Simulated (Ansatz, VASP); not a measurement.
## Two plane-wave programs on Re

```
Re
1.0
     2.76639    0.00000    0.00000
    -1.38319    2.39576    0.00000
     0.00000    0.00000    8.93885
Re
4
Direct
  0.66667 0.33333 0.75000
  0.00000 0.00000 0.50000
  0.33333 0.66667 0.25000
  0.00000 0.00000 0.00000
```

Alike in both runs: task single point; functional PBE; k mesh 11 × 11 × 3; occupations gaussian, width 0.016 eV; no spin polarisation.

|  | VASP | Ansatz |
| --- | --- | --- |
| version | VASP 6.6.1 | Ansatz 0.2.0 |
| potentials or method | VASP PAW PBE potentials, release 64 (Re) | Ansatz PAW |
| plane-wave cutoff (eV) | 520 | 420 |
| valence electrons in the cell | 28 | 60 |

|  | VASP | Ansatz | Ansatz less VASP |
| --- | --- | --- | --- |
| gap on the k mesh at the Fermi level (eV) | none | none | - |
| pressure (GPa) | 2.9 | 3.4 | +0.46 |
| traceless stress, the component that is largest in VASP (GPa) | 0.48 | 0.47 | -0.006 |

A gap of «none» marks a metal or a gap that the smearing closes. With one functional, cell and mesh, what is left measures potentials, basis and numerics. VASP's potentials hold 28 valence electrons a cell and Ansatz's 60, so a difference there can come from the potentials and not from the codes.

Spin-orbit coupling is off throughout.
